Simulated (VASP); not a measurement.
# P (P4/mmm) in VASP: a series of runs

P is run at these levels: PBEsol; tasks: electric field gradients.

Everything below comes from runs of VASP 6.6.1. Logs are shortened: lines on timing, memory, paths and dates and some standing lists are left out, and cuts for length are marked.

### Step 1. The cell of the first run

It takes space group P4/mmm (No. 123, tetragonal). Conventional cell: a = 4.187 Å, b = 4.187 Å, c = 4.378 Å, α = 90.00°, β = 90.00°, γ = 90.00°. P (site symmetry 4/mmm) has 6 P at 4.19 to 4.38 Å within 5.5 Å.

### Step 2. Electric field gradients, PBEsol (equal xx and yy strain of -2 %)

Contents of INCAR:

```
PREC = Accurate
ENCUT = 400
EDIFF = 1E-8
ISMEAR = -1
SIGMA = 0.08
LREAL = F
LASPH = T
NELM = 120
ALGO = Normal
ISIF = 2
LWAVE = F
LCHARG = F
GGA = PS
LEFG = T
NBANDS = 8
GGA_COMPAT = F
```

Contents of KPOINTS:

```
regular mesh
0
Gamma
  10 10 9
```

Contents of POSCAR:

```
P
1.0
    4.1874467602      0.0000000000      0.0000000000
    0.0000000000      4.1874467602      0.0000000000
    0.0000000000      0.0000000000      4.3780000000
P
1
Direct
    0.0000000000      0.0000000000      0.0000000000
```

Potentials or basis: VASP PAW PBE potentials, release 64 (P).

Launch:

```sh
$ cat potpaw_PBE.64/P/POTCAR > POTCAR
$ mpirun -np 1 vasp_std > vasp.out
```

OUTCAR:

```text
PREC = Accurate
   ENCUT = 400
   EDIFF = 1E-8
   ISMEAR = -1
   LREAL = F
   LASPH = T
   NELM = 120
   ISIF = 2
   GGA = PS

 ion  position               nearest neighbor table
   1  0.000  0.000  0.000-

  LATTYP: Found a simple tetragonal cell.
 ALAT       =     4.1874467602
 C/A-ratio  =     1.0455058299

  Lattice vectors:

 A1 = (   4.1874467602,   0.0000000000,   0.0000000000)
 A2 = (   0.0000000000,   4.1874467602,   0.0000000000)
 A3 = (   0.0000000000,   0.0000000000,   4.3780000000)

Analysis of symmetry for initial positions (statically):
=====================================================================
 Subroutine PRICEL returns:
 Original cell was already a primitive cell.

 Routine SETGRP: Setting up the symmetry group for a
 simple tetragonal supercell.

 Subroutine GETGRP returns: Found 16 space group operations
 (whereof 16 operations were pure point group operations)
 out of a pool of 16 trial point group operations.

The static configuration has the point symmetry D_4h.

Analysis of symmetry for dynamics (positions and initial velocities):
=====================================================================
 Subroutine PRICEL returns:
 Original cell was already a primitive cell.

 Routine SETGRP: Setting up the symmetry group for a
 simple tetragonal supercell.

 Subroutine GETGRP returns: Found 16 space group operations
 (whereof 16 operations were pure point group operations)
 out of a pool of 16 trial point group operations.

The dynamic configuration has the point symmetry D_4h.

 Subroutine INISYM returns: Found 16 space group operations
 (whereof 16 operations are pure point group operations),
 and found     1 'primitive' translations

----------------------------------------------------------------------------------------

                                     Primitive cell

  volume of cell :      76.7670

  direct lattice vectors                    reciprocal lattice vectors
     4.187446760  0.000000000  0.000000000     0.238809006  0.000000000  0.000000000
     0.000000000  4.187446760  0.000000000     0.000000000  0.238809006  0.000000000
     0.000000000  0.000000000  4.378000000     0.000000000  0.000000000  0.228414801

  length of vectors
     4.187446760  4.187446760  4.378000000     0.238809006  0.238809006  0.228414801

  position of ions in fractional coordinates (direct lattice)
     0.000000000  0.000000000  0.000000000

  ion indices of the primitive-cell ions
   primitive index   ion index
                 1           1

----------------------------------------------------------------------------------------

 KPOINTS: regular mesh

Automatic generation of k-mesh.
 Grid dimensions read from file:
 generate k-points for:   10   10    9

 Generating k-lattice:

  Cartesian coordinates                     Fractional coordinates (reciprocal lattice)
     0.023880901  0.000000000  0.000000000     0.100000000  0.000000000  0.000000000
     0.000000000  0.023880901  0.000000000     0.000000000  0.100000000  0.000000000
     0.000000000  0.000000000  0.025379422     0.000000000  0.000000000  0.111111111

  Length of vectors
     0.023880901  0.023880901  0.025379422

  Shift w.r.t. Gamma in fractional coordinates (k-lattice)
     0.000000000  0.000000000  0.000000000

 Subroutine IBZKPT returns following result:
 ===========================================

 Found    105 irreducible k-points:

 Following reciprocal coordinates:
            Coordinates               Weight
  0.000000  0.000000  0.000000      1.000000
  0.100000  0.000000  0.000000      4.000000
  0.200000  0.000000  0.000000      4.000000
  0.300000  0.000000  0.000000      4.000000
  0.400000  0.000000  0.000000      4.000000
  0.500000  0.000000  0.000000      2.000000
[... 16 lines left out ...]
  0.100000  0.000000  0.111111      8.000000
  0.200000  0.000000  0.111111      8.000000
 [... further k-points ...]
   k-points           NKPTS =    105   k-points in BZ     NKDIM =    105   number of bands    NBANDS=      8
   number of dos      NEDOS =    301   number of ions     NIONS =      1
   total plane-waves  NPLWV =  23520
   dimension x,y,z NGX =    28 NGY =   28 NGZ =   30
   dimension x,y,z NGXF=    56 NGYF=   56 NGZF=   60
   ions per type =               1
   NGX,Y,Z   is equivalent  to a cutoff of  11.12, 11.12, 11.39 a.u.
   NGXF,Y,Z  is equivalent  to a cutoff of  22.23, 22.23, 22.78 a.u.
 SYSTEM =  unknown system
   PREC   = accura    normal or accurate (medium, high low for compatibility)
   ISTART =      0    job   : 0-new  1-cont  2-samecut
   ICHARG =      2    charge: 1-file 2-atom 10-const
   ISPIN  =      1    spin polarized calculation?
   LNONCOLLINEAR =      F non collinear calculations
   LSORBIT =      F    spin-orbit coupling
   LASPH  =      T    aspherical Exc in radial PAW
   ENCUT  =  400.0 eV  29.40 Ry    5.42 a.u.   6.83  6.83  7.14*2*pi/ulx,y,z
   NELM   =    120;   NELMIN=  2; NELMDL= -5     # of ELM steps
   EDIFF  = 0.1E-07   stopping-criterion for ELM
   LREAL  =      F    real-space projection
   EDIFFG = 0.1E-06   stopping-criterion for IOM
   NSW    =      0    number of steps for IOM
   IBRION =     -1    ionic relax: 0-MD 1-quasi-New 2-CG
   NFREE  =      0    steps in history (QN), initial steepest desc. (CG)
   ISIF   =      2    stress and relaxation
   ISYM   =      2    0-nonsym 1-usesym 2-fastsym
   POTIM  = 0.5000    time-step for ionic-motion
   TEBEG  =    0.0;   TEEND  =   0.0 temperature during run
   PSTRESS=    0.0 pullay stress
   NELECT =       5.0000    total number of electrons
   NUPDOWN=      -1.0000    fix difference up-down
   EMIN   =  10.00;   EMAX   =-10.00  energy-range for DOS
   EFERMI =   0.00;   METHOD = LEGACY
   ISMEAR =    -1;   SIGMA  =   0.08  broadening in eV -4-tet -1-fermi 0-gaus
   EFERMI_NEDOS =   21; number of points for ismear=-14 and -15
   IALGO  =     38    algorithm
   IMIX   =      4    mixing-type and parameters
     AMIX     =   0.40;   BMIX     =  1.00
     AMIX_MAG =   1.60;   BMIX_MAG =  1.00
  volume/ion in A,a.u.               =      76.77       518.05
  Fermi-wavevector in a.u.,A,eV,Ry     =   0.658678  1.244722  5.902985  0.433857
  Thomas-Fermi vector in A             =   1.730576
   LORBIT       =      0    0 simple, 1 ext, 2 COOP (PROOUT), +10 PAW based schemes
   GGA     = PS    functional components
   LHFCALC =     F    Hartree Fock is set to
   AEXX    =    0.0000 exact exchange contribution
   IVDW    =     0    specifies the selected vdW correction
   LEPSILON=     F    determine dielectric tensor
   LRPA    =     F    only Hartree local field effects (RPA)
 non-spin polarized calculation
  energy-cutoff  :      400.00
  volume of cell :       76.77
 maximum number of plane-waves:      1424
 NGX is ok and might be reduce to    28
   NGX = 13   NGY = 13   NGZ = 15

 number of electron       5.0000000 magnetization

 Free energy of the ion-electron system (eV)
  ---------------------------------------------------
  ext. energy  EPLUGINS =         0.00000000
  ---------------------------------------------------
  free energy    TOTEN  =        -1.28876651 eV

  energy without entropy =       -1.22125923  energy(sigma->0) =       -1.25501287

 E-fermi :  -2.9641     XC(G=0):  -5.1750

 val. band max:       -2.9733943538   @ k =   0.2000   0.0000   0.0000
 cond. band min:      -2.9583055835   @ k =   0.3000   0.0000   0.2222
 fundamental gap:      0.0150887703
 Fermi energy:        -2.9641251873

 k-point     1 :       0.0000    0.0000    0.0000
  band No.  band energies     occupation
      1     -11.7300      2.00000
      2      -2.5461      0.01070
      3      -2.3376      0.00079
      4      -2.3376      0.00079
      5       1.7009      0.00000
      6       4.4565      0.00000
      7       4.6045      0.00000
      8       9.1883      0.00000

 k-point     2 :       0.1000    0.0000    0.0000
  band No.  band energies     occupation
      1     -11.7116      2.00000
      2      -2.5320      0.00898
      3      -2.5299      0.00875
      4      -2.3226      0.00066
      5       1.8754      0.00000
      6       4.5364      0.00000
      7       4.7700      0.00000
      8       8.5081      0.00000
[... 221 lines left out ...]
 k-point    23 :       0.1000    0.0000    0.1111
  band No.  band energies     occupation
      1     -11.6958      2.00000
      2      -2.7161      0.08614
      3      -2.5113      0.00694
      4      -2.3094      0.00056
      5       2.0795      0.00000
      6       4.6802      0.00000
      7       4.8385      0.00000
      8       7.9586      0.00000

 k-point    24 :       0.2000    0.0000    0.1111
  band No.  band energies     occupation
      1     -11.6471      2.00000
      2      -2.9573      0.95713
      3      -2.6550      0.04108
      4      -2.2698      0.00034
      5       2.4776      0.00000
      6       4.8320      0.00000
      7       5.2537      0.00000
      8       7.1661      0.00000

 [... further k-points ...]

------------------------ aborting loop because EDIFF is reached ----------------------------------------

  FORCE on cell =-STRESS in cart. coord.  units (eV):
  Direction    XX          YY          ZZ          XY          YZ          ZX
  --------------------------------------------------------------------------------------
  -------------------------------------------------------------------------------------
  Total       -2.1310961     -2.1310961     -1.7100735      0.0000000      0.0000000      0.0000000
  in kB      -44.4773870    -44.4773870    -35.6903664      0.0000000      0.0000000      0.0000000
  external PRESSURE =     -41.5483801 kB  Pullay stress =       0.0000000 kB

 VOLUME and BASIS-vectors are now :
 -----------------------------------------------------------------------------
  energy-cutoff  :      400.00
  volume of cell :       76.77
      direct lattice vectors                 reciprocal lattice vectors
     4.187446760  0.000000000  0.000000000     0.238809006  0.000000000  0.000000000
     0.000000000  4.187446760  0.000000000     0.000000000  0.238809006  0.000000000
     0.000000000  0.000000000  4.378000000     0.000000000  0.000000000  0.228414801

 POSITION                                       TOTAL-FORCE (eV/Angst)
 -----------------------------------------------------------------------------------
      0.00000      0.00000      0.00000         0.000000      0.000000      0.000000
 -----------------------------------------------------------------------------------
    total drift:                               -0.000000      0.000000     -0.000000

  FREE ENERGIE OF THE ION-ELECTRON SYSTEM (eV)
  ---------------------------------------------------
  free  energy   TOTEN  =        -1.2887665107 eV

  energy  without entropy=       -1.2212592324  energy(sigma->0) =       -1.25501287

 Electric field gradients (V/A^2)
---------------------------------------------------------------------
 ion       V_xx      V_yy      V_zz      V_xy      V_xz      V_yz
---------------------------------------------------------------------
   1       0.699     0.699    -1.397     0.000     0.000     0.000
---------------------------------------------------------------------

 Electric field gradients after diagonalization (V/A^2)
 (convention: |V_zz| > |V_xx| > |V_yy|)
----------------------------------------------------------------------
 ion       V_xx      V_yy      V_zz     asymmetry (V_yy - V_xx)/ V_zz
----------------------------------------------------------------------
   1       0.699     0.699    -1.397       0.000
----------------------------------------------------------------------

           NMR quadrupolar parameters

 Cq : quadrupolar parameter    Cq=e*Q*V_zz/h
 eta: asymmetry parameters     (V_yy - V_xx)/ V_zz
 Q  : nuclear electric quadrupole moment in mb (millibarn)
----------------------------------------------------------------------
 ion       Cq(MHz)       eta       Q (mb)
----------------------------------------------------------------------
   1      -0.003       0.000       1.000
----------------------------------------------------------------------
```

Wall time 14 s (1 thread of Intel Xeon 6975P-C (Granite Rapids), shared host); peak memory 0.17 GiB.

Results:

```yaml
Free_energy: -1.2888 eV
Pressure: -4.2 GPa
```

Electric field gradients, principal values (V/Å²):
```csv
atom,least,middle,greatest (by size)
1 P,0.699,0.699,-1.397
```

Caveat: the cell differs from its parent crystal (equal xx and yy strain of -2 %); without QUAD_EFG the Cq values of the log hold for a quadrupole moment of 1 mb, not for the nuclei; the PAW data sets were made with another functional, which shifts forces and pressure a little.

### Step 3. Electric field gradients, PBEsol (volume scaled by 0.98)

INCAR is that of step 2.

Contents of KPOINTS:

```
Automatic mesh
0
Gamma
  10 10 9
```

Contents of POSCAR:

```
P
1.0
    4.2442267795      0.0000000000      0.0000000000
    0.0000000000      4.2442267795      0.0000000000
    0.0000000000      0.0000000000      4.3486165643
P
1
Direct
    0.0000000000      0.0000000000      0.0000000000
```

Potentials or basis: VASP PAW PBE potentials, release 64 (P).

Launch:

```sh
$ cat potpaw_PBE.64/P/POTCAR > POTCAR
$ mpirun -np 1 vasp_std > vasp.out
```

OUTCAR:

```text
PREC = Accurate
   ENCUT = 400
   EDIFF = 1E-8
   ISMEAR = -1
   LREAL = F
   LASPH = T
   NELM = 120
   ISIF = 2
   GGA = PS

 ion  position               nearest neighbor table
   1  0.000  0.000  0.000-

  LATTYP: Found a simple tetragonal cell.
 ALAT       =     4.2442267795
 C/A-ratio  =     1.0245957132

  Lattice vectors:

 A1 = (   4.2442267795,   0.0000000000,   0.0000000000)
 A2 = (   0.0000000000,   4.2442267795,   0.0000000000)
 A3 = (   0.0000000000,   0.0000000000,   4.3486165643)

[... 468 lines left out ...]
    total drift:                               -0.000000      0.000000     -0.000000

  FREE ENERGIE OF THE ION-ELECTRON SYSTEM (eV)
  ---------------------------------------------------
  free  energy   TOTEN  =        -1.2446724136 eV

  energy  without entropy=       -1.1746708038  energy(sigma->0) =       -1.20967161

 Electric field gradients (V/A^2)
---------------------------------------------------------------------
 ion       V_xx      V_yy      V_zz      V_xy      V_xz      V_yz
---------------------------------------------------------------------
   1       0.368     0.368    -0.735    -0.000     0.000    -0.000
---------------------------------------------------------------------

 Electric field gradients after diagonalization (V/A^2)
 (convention: |V_zz| > |V_xx| > |V_yy|)
----------------------------------------------------------------------
 ion       V_xx      V_yy      V_zz     asymmetry (V_yy - V_xx)/ V_zz
----------------------------------------------------------------------
   1       0.368     0.368    -0.735       0.000
----------------------------------------------------------------------

           NMR quadrupolar parameters

 Cq : quadrupolar parameter    Cq=e*Q*V_zz/h
 eta: asymmetry parameters     (V_yy - V_xx)/ V_zz
 Q  : nuclear electric quadrupole moment in mb (millibarn)
----------------------------------------------------------------------
 ion       Cq(MHz)       eta       Q (mb)
----------------------------------------------------------------------
   1      -0.002       0.000       1.000
----------------------------------------------------------------------
```

stdout:

```text
POSCAR found type information on POSCAR P
 POSCAR found :  1 types and       1 ions
 scaLAPACK will be used
 -----------------------------------------------------------------------------
|                                                                             |
|                                                                             |
|     You enforced a specific xc type in the INCAR file but a different       |
|     I HOPE YOU KNOW WHAT YOU ARE DOING!                                     |
|                                                                             |
 -----------------------------------------------------------------------------

 LDA part: xc-table for (Slater+PW92), standard interpolation
 POSCAR, INCAR and KPOINTS ok, starting setup
 FFT: planning ... GRIDC
 FFT: planning ... GRID_SOFT
 FFT: planning ... GRID
 WAVECAR not read
 entering main loop
ion   1
```

Run time: 14 s. Hardware: 1 thread of Intel Xeon 6975P-C (Granite Rapids), shared host; peak memory 0.17 GiB.

Results:

- Free energy: -1.2447 eV
- Pressure: -4.0 GPa

Stress tensor (GPa, compression positive):
```
-4.13  0.00  0.00
 0.00 -4.13  0.00
 0.00  0.00 -3.64
```

Electric field gradients, principal values (V/Å²):
```
atom  least  middle  greatest (by size)
 1 P  0.368   0.368              -0.735
```

Caveat: without QUAD_EFG the Cq values of the log hold for a quadrupole moment of 1 mb, not for the nuclei; the PAW data sets were made with another functional, which shifts forces and pressure a little.

(Continued in part 2 of 2.)
